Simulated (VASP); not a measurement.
# Al (P6_3/mmc) in VASP: notebook

The runs below take Al through single point, with PBE+D3(BJ).

All numbers are computed with VASP 6.6.1; they aren't measurements. Logs are shortened: lines on timing, memory, paths and dates and some standing lists are left out, and cuts for length are marked.

## (1) The cell of the first run

The structure is hexagonal, space group P6_3/mmc (No. 194). Conventional cell: a = 2.928 Å, b = 2.928 Å, c = 9.052 Å, α = 90.00°, β = 90.00°, γ = 120.00°. Al (site symmetry -3m) has 12 Al at 2.82 to 2.93 Å within 3.7 Å. Within 3.7 Å of Al (site symmetry -6m2) lie 12 Al at 2.82 to 2.93 Å.

This isn't the form of Al at room conditions, which is fcc.

## (2) Single point, PBE+D3(BJ) (16.80 Å³/atom)

INCAR reads:

```
SYSTEM = Al
ALGO = Fast ; EDIFF = 1E-6
ENCUT = 520 ; GGA = PE
ISIF = 2 ; ISMEAR = 0
IVDW = 12 ; LASPH = .TRUE.
LCHARG = .FALSE. ; LREAL = .FALSE.
LWAVE = .FALSE. ; NBANDS = 14
NELM = 60 ; PREC = Accurate
SIGMA = 0.15
```

KPOINTS reads:

```
k-points
0
G
  18 18 6
  0 0 0
```

POSCAR reads:

```
Al
1.0
    2.9277171505      0.0000000000      0.0000000000
   -1.4638585753      2.5354774274      0.0000000000
    0.0000000000      0.0000000000      9.0522086577
Al
4
Direct
    0.0000000000      0.0000000000      0.0000000000
    0.3333333333      0.6666666667      0.2500000000
    0.0000000000      0.0000000000      0.5000000000
    0.6666666667      0.3333333333      0.7500000000
```

Potentials or basis: VASP PAW PBE potentials, release 64 (Al).

Command:

```console
$ cat potpaw_PBE.64/Al/POTCAR > POTCAR
$ mpirun -np 1 vasp_std > vasp.out
```

OUTCAR:

```text
SYSTEM = Al
   EDIFF = 1E-6
   ENCUT = 520
   GGA = PE
   ISIF = 2
   ISMEAR = 0
   IVDW = 12
   LASPH = .TRUE.
   LREAL = .FALSE.
   NELM = 60
   PREC = Accurate
 IVDW          = 12

 ion  position               nearest neighbor table
   1  0.000  0.000  0.000-   2 2.82   4 2.82   4 2.82   2 2.82   4 2.82   2 2.82
   2  0.333  0.667  0.250-   1 2.82   3 2.82   1 2.82   3 2.82   1 2.82   3 2.82
   3  0.000  0.000  0.500-   2 2.82   4 2.82   4 2.82   2 2.82   4 2.82   2 2.82
   4  0.667  0.333  0.750-   1 2.82   3 2.82   1 2.82   3 2.82   1 2.82   3 2.82

  LATTYP: Found a hexagonal cell.
 ALAT       =     2.9277171505
 C/A-ratio  =     3.0919000000

  Lattice vectors:

 A1 = (   2.9277171505,   0.0000000000,   0.0000000000)
 A2 = (  -1.4638585753,   2.5354774274,   0.0000000000)
 A3 = (   0.0000000000,   0.0000000000,   9.0522086577)

Analysis of symmetry for initial positions (statically):
=====================================================================
 Subroutine PRICEL returns:
 Original cell was already a primitive cell.

 Routine SETGRP: Setting up the symmetry group for a
 hexagonal supercell.

 Subroutine GETGRP returns: Found 24 space group operations
 (whereof 12 operations were pure point group operations)
 out of a pool of 24 trial point group operations.

The static configuration has the point symmetry D_3d.
 The point group associated with its full space group is D_6h.

Analysis of symmetry for dynamics (positions and initial velocities):
=====================================================================
 Subroutine PRICEL returns:
 Original cell was already a primitive cell.

 Routine SETGRP: Setting up the symmetry group for a
 hexagonal supercell.

 Subroutine GETGRP returns: Found 24 space group operations
 (whereof 12 operations were pure point group operations)
 out of a pool of 24 trial point group operations.

The dynamic configuration has the point symmetry D_3d.
 The point group associated with its full space group is D_6h.

 Subroutine INISYM returns: Found 24 space group operations
 (whereof 12 operations are pure point group operations),
 and found     1 'primitive' translations

----------------------------------------------------------------------------------------

                                     Primitive cell

  volume of cell :      67.1960

  direct lattice vectors                    reciprocal lattice vectors
     2.927717150  0.000000000  0.000000000     0.341563050  0.197201519  0.000000000
    -1.463858575  2.535477427  0.000000000     0.000000000  0.394403038  0.000000000
     0.000000000  0.000000000  9.052208658     0.000000000  0.000000000  0.110470277

  length of vectors
     2.927717150  2.927717151  9.052208658     0.394403038  0.394403038  0.110470277

  position of ions in fractional coordinates (direct lattice)
     0.000000000  0.000000000  0.000000000
     0.333333333  0.666666667  0.250000000
     0.000000000  0.000000000  0.500000000
     0.666666667  0.333333333  0.750000000

  ion indices of the primitive-cell ions
   primitive index   ion index
                 1           1
                 2           2
                 3           3
                 4           4

----------------------------------------------------------------------------------------

 KPOINTS: k-points

Automatic generation of k-mesh.
 Grid dimensions read from file:
 generate k-points for:   18   18    6

 Generating k-lattice:

  Cartesian coordinates                     Fractional coordinates (reciprocal lattice)
     0.018975725  0.010955640  0.000000000     0.055555556 -0.000000000  0.000000000
     0.000000000  0.021911280  0.000000000     0.000000000  0.055555556  0.000000000
     0.000000000  0.000000000  0.018411713     0.000000000  0.000000000  0.166666667

  Length of vectors
     0.021911280  0.021911280  0.018411713

  Shift w.r.t. Gamma in fractional coordinates (k-lattice)
     0.000000000  0.000000000  0.000000000

 Subroutine IBZKPT returns following result:
 ===========================================

 Found    148 irreducible k-points:

 Following reciprocal coordinates:
            Coordinates               Weight
  0.000000  0.000000  0.000000      1.000000
  0.055556  0.000000  0.000000      6.000000
  0.111111  0.000000  0.000000      6.000000
  0.166667 -0.000000  0.000000      6.000000
  0.222222  0.000000  0.000000      6.000000
  0.277778 -0.000000  0.000000      6.000000
[... 16 lines left out ...]
  0.333333  0.111111  0.000000     12.000000
  0.388889  0.111111  0.000000     12.000000
 [... further k-points ...]
   k-points           NKPTS =    148   k-points in BZ     NKDIM =    148   number of bands    NBANDS=     14
   number of dos      NEDOS =    301   number of ions     NIONS =      4
   total plane-waves  NPLWV =  40320
   dimension x,y,z NGX =    24 NGY =   24 NGZ =   70
   dimension x,y,z NGXF=    48 NGYF=   48 NGZF=  140
   ions per type =               4
   NGX,Y,Z   is equivalent  to a cutoff of  13.63, 13.63, 12.86 a.u.
   NGXF,Y,Z  is equivalent  to a cutoff of  27.26, 27.26, 25.71 a.u.
 SYSTEM =  Al
   PREC   = accura    normal or accurate (medium, high low for compatibility)
   ISTART =      0    job   : 0-new  1-cont  2-samecut
   ICHARG =      2    charge: 1-file 2-atom 10-const
   ISPIN  =      1    spin polarized calculation?
   LNONCOLLINEAR =      F non collinear calculations
   LSORBIT =      F    spin-orbit coupling
   LASPH  =      T    aspherical Exc in radial PAW
   ENCUT  =  520.0 eV  38.22 Ry    6.18 a.u.   5.44  5.44 16.83*2*pi/ulx,y,z
   NELM   =     60;   NELMIN=  2; NELMDL= -5     # of ELM steps
   EDIFF  = 0.1E-05   stopping-criterion for ELM
   LREAL  =      F    real-space projection
   EDIFFG = 0.1E-04   stopping-criterion for IOM
   NSW    =      0    number of steps for IOM
   IBRION =     -1    ionic relax: 0-MD 1-quasi-New 2-CG
   NFREE  =      0    steps in history (QN), initial steepest desc. (CG)
   ISIF   =      2    stress and relaxation
   ISYM   =      2    0-nonsym 1-usesym 2-fastsym
   POTIM  = 0.5000    time-step for ionic-motion
   TEBEG  =    0.0;   TEEND  =   0.0 temperature during run
   PSTRESS=    0.0 pullay stress
   NELECT =      12.0000    total number of electrons
   NUPDOWN=      -1.0000    fix difference up-down
   EMIN   =  10.00;   EMAX   =-10.00  energy-range for DOS
   EFERMI =   0.00;   METHOD = LEGACY
   ISMEAR =     0;   SIGMA  =   0.15  broadening in eV -4-tet -1-fermi 0-gaus
   EFERMI_NEDOS =   21; number of points for ismear=-14 and -15
   IALGO  =     68    algorithm
   IMIX   =      4    mixing-type and parameters
     AMIX     =   0.40;   BMIX     =  1.00
     AMIX_MAG =   1.60;   BMIX_MAG =  1.00
  volume/ion in A,a.u.               =      16.80       113.37
  Fermi-wavevector in a.u.,A,eV,Ry     =   0.921908  1.742153 11.563779  0.849914
  Thomas-Fermi vector in A             =   2.047376
   LORBIT       =      0    0 simple, 1 ext, 2 COOP (PROOUT), +10 PAW based schemes
   GGA     = PE    functional components
   LHFCALC =     F    Hartree Fock is set to
   AEXX    =    0.0000 exact exchange contribution
   IVDW    =    12    specifies the selected vdW correction
   LEPSILON=     F    determine dielectric tensor
   LRPA    =     F    only Hartree local field effects (RPA)
 non-spin polarized calculation
 RMM-DIIS sequential band-by-band and
 Gauss-broadening in eV      SIGMA  =   0.15
  energy-cutoff  :      520.00
  volume of cell :       67.20
 maximum number of plane-waves:      1857
 NGX is ok and might be reduce to    24
   NGX = 11   NGY = 11   NGZ = 33

 number of electron      12.0000000 magnetization

 Free energy of the ion-electron system (eV)
  ---------------------------------------------------
  ext. energy  EPLUGINS =         0.00000000
  ---------------------------------------------------
  free energy    TOTEN  =       -14.90417525 eV

  energy without entropy =      -14.88622776  energy(sigma->0) =      -14.89520151

 E-fermi :   7.8205     XC(G=0): -10.1312

 val. band max:        7.8063183407   @ k =   0.2778  -0.0000   0.3333
 cond. band min:       7.8236219240   @ k =   0.3333   0.1667   0.0000
 fundamental gap:      0.0173035834
 Fermi energy:         7.8204730562

 k-point     1 :       0.0000    0.0000    0.0000
  band No.  band energies     occupation
      1      -3.2007      2.00000
      2      -1.4063      2.00000
      3      -1.4039      2.00000
      4       3.5979      2.00000
      5       4.1359      2.00000
      6      12.2474      0.00000
      7      12.2709      0.00000
      8      17.4787      0.00000
      9      17.4787      0.00000
     10      17.7783      0.00000
     11      17.7783      0.00000
     12      18.9405      0.00000
     13      18.9442      0.00000
     14      19.1430      0.00000

 k-point     2 :       0.0556    0.0000    0.0000
  band No.  band energies     occupation
      1      -3.1297      2.00000
      2      -1.3362      2.00000
      3      -1.3338      2.00000
      4       3.6633      2.00000
      5       4.2052      2.00000
      6      12.2964      0.00000
      7      12.3267      0.00000
      8      16.0614      0.00000
      9      16.5969      0.00000
     10      17.4791      0.00000
     11      17.6215      0.00000
     12      18.0464      0.00000
     13      18.0812      0.00000
     14      18.1436      0.00000
[... 343 lines left out ...]
      1       0.4463      2.00000
      2       2.1881      2.00000
      3       2.1950      2.00000
      4       5.3107      2.00000
      5       6.7068      2.00000
      6       6.9946      2.00000
      7       7.4017      1.99992
      8       7.9051      0.42500
      9      10.1715      0.00000
     10      11.4847      0.00000
     11      11.8511      0.00000
     12      12.1702      0.00000
     13      12.7810      0.00000
     14      15.6591      0.00000

 k-point    24 :       0.3889    0.1111    0.0000
  band No.  band energies     occupation
      1       1.4797      2.00000
      2       3.1862      2.00000
      3       3.2110      2.00000
      4       3.9373      2.00000
      5       5.6438      2.00000
      6       5.7063      2.00000
      7       8.0388      0.03955
      8       8.6950      0.00000
      9       9.9398      0.00000
     10      10.3603      0.00000
     11      11.2714      0.00000
     12      11.7661      0.00000
     13      11.9581      0.00000
     14      16.0769      0.00000

 [... further k-points ...]

------------------------ aborting loop because EDIFF is reached ----------------------------------------

 Edisp (eV)   -1.32053

 E8    (eV) :    -0.5904

  FORCE on cell =-STRESS in cart. coord.  units (eV):
  Direction    XX          YY          ZZ          XY          YZ          ZX
  --------------------------------------------------------------------------------------
  -------------------------------------------------------------------------------------
  Total      -2.15980    -2.15980    -0.79514     0.00000     0.00000    -0.00000
  in kB     -51.49674   -51.49674   -18.95876     0.00000     0.00000    -0.00000
  external pressure =      -40.65 kB  Pullay stress =        0.00 kB

 VOLUME and BASIS-vectors are now :
 -----------------------------------------------------------------------------
  energy-cutoff  :      520.00
  volume of cell :       67.20
      direct lattice vectors                 reciprocal lattice vectors
     2.927717150  0.000000000  0.000000000     0.341563050  0.197201519  0.000000000
    -1.463858575  2.535477427  0.000000000     0.000000000  0.394403038  0.000000000
     0.000000000  0.000000000  9.052208658     0.000000000  0.000000000  0.110470277

 POSITION                                       TOTAL-FORCE (eV/Angst)
 -----------------------------------------------------------------------------------
      0.00000      0.00000      0.00000        -0.000000      0.000000     -0.000000
     -0.00000      1.69032      2.26305         0.000000      0.000000      0.000000
      0.00000      0.00000      4.52610        -0.000000      0.000000     -0.000000
      1.46386      0.84516      6.78916        -0.000000      0.000000      0.000000
 -----------------------------------------------------------------------------------
    total drift:                               -0.000000      0.000000      0.000000

  FREE ENERGIE OF THE ION-ELECTRON SYSTEM (eV)
  ---------------------------------------------------
  free  energy   TOTEN  =       -16.2247007569 eV

  energy  without entropy=      -16.2067532754  energy(sigma->0) =      -16.21572702
```

It took 93 s on 1 thread of Intel Xeon Platinum 8488C (Sapphire Rapids), shared host; peak memory 0.26 GiB.

Results:

```
Free energy                : -16.2247 eV
Pressure                   : -4.1 GPa
Band gap on the k mesh     : zero (bands 6 and 7 overlap by 6.27 eV)
Dispersion energy per atom : -0.330 eV
```

Levels at points of the mesh, in eV from the Fermi level:
| k point | band 2 | band 3 | band 4 | band 5 | band 6 | band 7 | band 8 | band 9 | band 10 | band 11 |
| --- | --- | --- | --- | --- | --- | --- | --- | --- | --- | --- |
| (0.00, 0.00, 0.00) | -9.23 | -9.22 | -4.22 | -3.68 | 4.43 | 4.45 | 9.66 | 9.66 | 9.96 | 9.96 |
| (0.50, 0.00, 0.00) | -5.30 | -3.96 | -3.83 | -3.47 | -3.29 | 0.90 | 1.39 | 1.75 | 1.99 | 4.86 |
| (0.00, 0.00, 0.50) | -10.57 | -7.01 | -7.01 | -0.11 | -0.11 | 9.48 | 9.48 | 9.98 | 9.98 | 9.98 |
| (0.50, 0.00, 0.50) | -5.05 | -4.86 | -4.86 | -1.80 | -1.80 | -1.13 | -1.13 | 5.00 | 5.00 | 5.08 |

Caveat: the cell stands under tension.

## (3) Single point, PBE+D3(BJ) (17.12 Å³/atom)

This run uses another cell than the first one, of 17.12 Å³/atom.

INCAR reads:

```
ALGO = Normal
EDIFF = 1E-7
ENCUT = 520
GGA = PE
ISIF = 2
ISMEAR = 0
IVDW = 12
LASPH = True
LCHARG = False
LREAL = False
LWAVE = False
NBANDS = 14
NELM = 80
PREC = Accurate
SIGMA = 0.15
```

KPOINTS reads:

```
k-points
0
Gamma
  18 18 6
```

POSCAR reads:

```
Al
1.0
    2.9264310164      0.0000000000      0.0000000000
   -1.4632155083      2.5343636027      0.0000000000
    0.0000000000      0.0000000000      9.2311339983
Al
4
Direct
    0.0000000000      0.0000000000      0.0000000000
    0.3333333333      0.6666666667      0.2500000000
    0.0000000000      0.0000000000      0.5000000000
    0.6666666667      0.3333333333      0.7500000000
```

Potentials or basis: VASP PAW PBE potentials, release 64 (Al).

Command:

```console
$ cat potpaw_PBE.64/Al/POTCAR > POTCAR
$ mpirun -np 1 vasp_std > vasp.out
```

Wall time 2 min (1 thread of Intel Xeon Platinum 8488C (Sapphire Rapids), shared host); peak memory 0.25 GiB.

The run converged. Its results:

| Item | Value |
| --- | --- |
| Free energy | -16.2024 eV |
| Pressure | -5.4 GPa |
| Band gap on the k mesh | zero (bands 6 and 7 overlap by 5.89 eV) |
| Dispersion energy per atom | -0.324 eV |

Stress tensor (GPa, compression positive):
```
-6.21  0.00  0.00
 0.00 -6.21  0.00
 0.00  0.00 -3.91
```

Levels at points of the mesh, in eV from the Fermi level:
```tsv
k point	band 2	band 3	band 4	band 5	band 6	band 7	band 8	band 9	band 10	band 11
(0.00, 0.00, 0.00)	-9.16	-9.16	-4.26	-3.91	4.00	4.02	9.83	9.83	10.12	10.12
(0.50, 0.00, 0.00)	-5.16	-3.87	-3.75	-3.40	-3.23	0.88	1.37	1.53	1.79	5.02
(0.00, 0.00, 0.50)	-10.45	-7.03	-7.03	-0.38	-0.38	8.93	8.93	10.14	10.14	10.14
(0.50, 0.00, 0.50)	-4.92	-4.74	-4.74	-1.79	-1.79	-1.14	-1.14	4.79	4.79	4.89
```

Caveat: the cell stands under tension.

## (4) Single point, PBE+D3(BJ) (17.12 Å³/atom)

This run uses another cell than the first one, of 17.12 Å³/atom.

INCAR reads:

```
PREC     = Accurate       # precision mode
ENCUT    = 520            # plane-wave cutoff, eV
EDIFF    = 1E-6           # SCF threshold, eV
ISMEAR   = 0              # smearing method
SIGMA    = 0.15           # smearing width, eV
LREAL    = False          # projectors in reciprocal space
LASPH    = True           # aspherical terms in the spheres
NELM     = 60             # most SCF steps
ALGO     = Normal         # electronic algorithm
ISIF     = 2              # what is computed and relaxed
LWAVE    = False          # write WAVECAR
LCHARG   = False          # write CHGCAR
GGA      = PE             # functional
IVDW     = 12             # dispersion correction
NBANDS   = 14             # bands
```

KPOINTS reads:

```
regular mesh
0
Gamma
  18 18 6
```

POSCAR reads:

```
Al
1.0
    2.9657812580      0.0000000000      0.0000000000
   -1.4828906290      2.5684419115      0.0000000000
    0.0000000000      0.0000000000      8.9878001024
Al
4
Direct
    0.0000000000      0.0000000000      0.0000000000
    0.3333333333      0.6666666667      0.2500000000
    0.0000000000      0.0000000000      0.5000000000
    0.6666666667      0.3333333333      0.7500000000
```

Command:

```console
$ cat potpaw_PBE.64/Al/POTCAR > POTCAR
$ mpirun -np 1 vasp_std > vasp.out
```

Run time: 94 s. Hardware: 1 thread of Intel Xeon Platinum 8488C (Sapphire Rapids), shared host; peak memory 0.25 GiB.

The run converged. Its results:

* Free energy: -16.1686 eV
* Pressure: -5.0 GPa
* Band gap on the k mesh: zero (bands 6 and 7 overlap by 6.58 eV)
* Dispersion energy per atom: -0.324 eV

Stress tensor (GPa, compression positive):
```
-6.30  0.00  0.00
 0.00 -6.30  0.00
 0.00  0.00 -2.33
```

Levels at points of the mesh, in eV from the Fermi level:
| k point | band 4 | band 5 | band 6 | band 7 | band 8 | band 9 |
| --- | --- | --- | --- | --- | --- | --- |
| (0.00, 0.00, 0.00) | -4.04 | -3.42 | 4.77 | 4.79 | 9.21 | 9.21 |
| (0.50, 0.00, 0.00) | -3.78 | -3.50 | -3.29 | 0.94 | 1.45 | 1.89 |
| (0.00, 0.00, 0.50) | -6.83 | 0.18 | 0.18 | 9.53 | 9.53 | 9.53 |
| (0.50, 0.00, 0.50) | -4.84 | -1.76 | -1.76 | -1.10 | -1.10 | 4.96 |

Caveat: the cell stands under tension.

## (5) The runs side by side

```tsv
cell	gap on the mesh (eV)	pressure (GPa)
a = 2.928, b = 2.928, c = 9.052 Å, angles 90.0, 90.0, 120.0°, 4 atoms	none	-4.1
a = 2.926, b = 2.926, c = 9.231 Å, angles 90.0, 90.0, 120.0°, 4 atoms	none	-5.4
a = 2.966, b = 2.966, c = 8.988 Å, angles 90.0, 90.0, 120.0°, 4 atoms	none	-5.0
```

Alike in all rows: task single point; level PBE+D3(BJ); potentials or basis VASP PAW PBE potentials, release 64 (Al); no spin polarisation; k mesh 18 × 18 × 6; cutoff (eV) 520; smearing gaussian 0.15 eV.

Caveats: the cell stands under tension.

Absolute energies hang on the potentials; compare differences alone.

The gap in the log of VASP goes by the Fermi energy; the results here count the filled bands.